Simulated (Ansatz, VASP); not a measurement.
**One calculation of P, two programs**

File INCAR:

```
SYSTEM = P
PREC = Accurate
ENCUT = 520
EDIFF = 1E-6
ISMEAR = 0
SIGMA = 0.1
LREAL = .FALSE.
LASPH = .TRUE.
NELM = 60
ALGO = Fast
ISIF = 2
LWAVE = .FALSE.
LCHARG = .FALSE.
GGA = PE
NBANDS = 12
```

The input KPOINTS:

```
regular mesh
0
G
  12 12 12
  0 0 0
```

File POSCAR:

```
P
1.0
    1.7257251780      0.9963478961      3.1296800121
   -1.7257251780      0.9963478961      3.1296800121
    0.0000000000     -1.9926957921      3.1296800121
P
2
Direct
    0.2955459658      0.1899034207      0.1808537341
    0.7729197500      0.7729197500      0.7729197500
```

Input for Ansatz:

```yaml
crystal:
  lattice:
    - [1.725725178, 0.9963478961, 3.1296800121]
    - [-1.725725178, 0.9963478961, 3.1296800121]
    - [0.0, -1.9926957921, 3.1296800121]
  atoms:
    - { symbol: P, position: [0.2955459658, 0.1899034207, 0.1808537341] }
    - { symbol: P, position: [0.77291975, 0.77291975, 0.77291975] }
basis:
  ecutwfc: 420
kpoints:
  mp_grid: { grid: [12, 12, 12] }
hamiltonian:
  xc: pbe
scf:
  occupations: { method: gaussian, width: 0.1 }
output:
  forces: true
  stress: true
  eigenvalues: true
```

Change from the starting cell: one atom moved.

Alike in both runs: task single point; functional PBE; k mesh 12 × 12 × 12; occupations gaussian, width 0.1 eV; no spin polarisation.

|  | VASP | Ansatz |
| --- | --- | --- |
| version | VASP 6.6.1 | Ansatz 0.2.0 |
| potentials or method | VASP PAW PBE potentials, release 64 (P), cutoff 520 eV | scalar-relativistic, plane waves, PAW |
| valence electrons in the cell | 10 | 10 |

|  | VASP | Ansatz | Ansatz less VASP |
| --- | --- | --- | --- |
| gap on the k mesh at the Fermi level (eV) | none | none | - |
| pressure (GPa) | 5.9 | 6.3 | +0.36 |
| traceless stress, the component that is largest in VASP (GPa) | -6.59 | -6.71 | -0.121 |
| rms of the force components (eV/Å) | 1.253 | 1.284 | +0.0309 |

Atom by atom the forces differ by 0.035 eV/Å (rms over components). A gap of «none» marks a metal or a gap that the smearing closes. With one functional, cell and mesh, what is left measures potentials, basis and numerics.
